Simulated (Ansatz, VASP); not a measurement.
**One calculation of SnO, two programs**

Contents of INCAR:

```
SYSTEM = SnO
ALGO     = Normal         ! electronic algorithm
DIPOL    = 0.5 0.5 0.404
EDIFF    = 1E-7           ! SCF threshold, eV
ENCUT    = 520            ! plane-wave cutoff, eV
GGA      = PE             ! functional
IDIPOL   = 3            
ISIF     = 2              ! what is computed and relaxed
ISMEAR   = 0              ! smearing method
IVDW     = 12             ! dispersion correction
LASPH    = .TRUE.         ! aspherical terms in the spheres
LCHARG   = .FALSE.        ! write CHGCAR
LDIPOL   = .TRUE.       
LREAL    = .FALSE.        ! projectors in reciprocal space
LWAVE    = .FALSE.        ! write WAVECAR
NBANDS   = 50             ! bands
NELM     = 100            ! most SCF steps
PREC     = Accurate       ! precision mode
SIGMA    = 0.05           ! smearing width, eV
```

KPOINTS

```
k-points
0
G
  7 7 1
  0 0 0
```

File POSCAR:

```
SnO
1.0
    3.8201629585      0.0000000000      0.0000000000
    0.0000000000      3.8201629585      0.0000000000
    0.0000000000      0.0000000000     22.2260830948
Sn O
4 4
Direct
    0.7500000000      0.2500000000      0.2024648239
    0.2500000000      0.7500000000      0.3087832219
    0.6250000000      1.1250000000      0.5000000000
    1.1250000000      0.6250000000      0.6063183980
    0.2500000000      0.2500000000      0.2556240229
    0.7500000000      0.7500000000      0.2556240229
    1.1250000000      1.1250000000      0.5531591990
    0.6250000000      0.6250000000      0.5531591990
```

Input for Ansatz:

```yaml
crystal:
  lattice:
    - [3.8201629585, 0.0, 0.0]
    - [0.0, 3.8201629585, 0.0]
    - [0.0, 0.0, 22.2260830948]
  atoms:
    - { symbol: Sn, position: [0.75, 0.25, 0.2024648239] }
    - { symbol: O, position: [0.25, 0.25, 0.2556240229] }
    - { symbol: O, position: [0.75, 0.75, 0.2556240229] }
    - { symbol: Sn, position: [0.25, 0.75, 0.3087832219] }
    - { symbol: Sn, position: [0.625, 1.125, 0.5] }
    - { symbol: O, position: [1.125, 1.125, 0.553159199] }
    - { symbol: O, position: [0.625, 0.625, 0.553159199] }
    - { symbol: Sn, position: [1.125, 0.625, 0.606318398] }
basis:
  ecutwfc: 420
kpoints:
  mp_grid: { grid: [7, 7, 1] }
hamiltonian:
  xc: pbe
  pseudopotentials: { kind: paw, azcp: { folder: soft_1 } }
  dispersion: d3bj
scf:
  occupations: { method: gaussian, width: 0.05 }
output:
  forces: true
  eigenvalues: true
efield:
  axis: 3
  dipole_correction: true
  ramp_width: 0.04
```

Alike in both runs: task single point; functional PBE; dispersion D3(BJ); k mesh 7 × 7 × 1; occupations gaussian, width 0.05 eV; no spin polarisation.

```csv
,VASP,Ansatz
version,VASP 6.6.1,Ansatz 0.2.0
potentials or method,"VASP PAW PBE potentials, release 64 (Sn_d, O), cutoff 520 eV","scalar-relativistic, plane waves, PAW"
valence electrons in the cell,80,80
```

```csv
,VASP,Ansatz,Ansatz less VASP
gap on the k mesh at the Fermi level (eV),2.57,2.62,+0.045
least direct gap on the mesh (eV),2.59,2.64,+0.043
rms of the force components (eV/Å),0.056,0.024,-0.0320
```
